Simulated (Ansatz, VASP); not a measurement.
# SnTe in VASP and in Ansatz

File INCAR:

```
SYSTEM = SnTe
  ALGO = Normal
  EDIFF = 1E-6
  ENCUT = 500
  GGA = PE
  GGA_COMPAT = .FALSE.
  ISIF = 2
  ISMEAR = 0
  LASPH = .TRUE.
  LCHARG = .TRUE.
  LELF = .TRUE.
  LREAL = .FALSE.
  LVHAR = .TRUE.
  LWAVE = .FALSE.
  NBANDS = 17
  NELM = 120
  PREC = Accurate
  SIGMA = 0.15
```

File KPOINTS:

```
k-points
0
G
  6 6 6
  0 0 0
```

File POSCAR:

```
SnTe
1.0
    0.0000000000      3.1565012282      3.1565012282
    3.1565012282      0.0000000000      3.1565012282
    3.1565012282      3.1565012282      0.0000000000
Sn Te
1 1
Direct
    0.5000000000      0.5000000000      0.5000000000
    0.0000000000      0.0000000000      0.0000000000
```

Input for Ansatz:

```yaml
crystal:
  lattice:
    - [0.0, 3.1565012282, 3.1565012282]
    - [3.1565012282, 0.0, 3.1565012282]
    - [3.1565012282, 3.1565012282, 0.0]
  atoms:
    - { symbol: Sn, position: [0.5, 0.5, 0.5] }
    - { symbol: Te, position: [0.0, 0.0, 0.0] }
basis:
  ecutwfc: 420
  ecutrho_ratio: 4
kpoints:
  mp_grid: { grid: [6, 6, 6] }
hamiltonian:
  xc: pbe
scf:
  occupations: { method: gaussian, width: 0.15 }
  mixing: { algorithm: anderson, beta: 0.1, ndim: 4 }
output:
  forces: true
  stress: true
  write_density: true
  write_potential: true
  elf: true
  volumetric_format: npy
```

Alike in both runs: task single point; functional PBE; k mesh 6 × 6 × 6; occupations gaussian, width 0.15 eV; no spin polarisation.

|  | VASP | Ansatz |
| --- | --- | --- |
| version | VASP 6.6.1 | Ansatz 0.2.0 |
| potentials or method | VASP PAW PBE potentials, release 64 (Sn_d, Te), cutoff 500 eV | scalar-relativistic, plane waves, PAW |
| valence electrons in the cell | 20 | 30 |

|  | VASP | Ansatz | Ansatz less VASP |
| --- | --- | --- | --- |
| pressure (GPa) | 2.0 | 2.0 | +0.06 |

VASP's potentials hold 20 valence electrons a cell and Ansatz's 30, so a difference there can come from the potentials and not from the codes.

Spin-orbit coupling is off throughout.
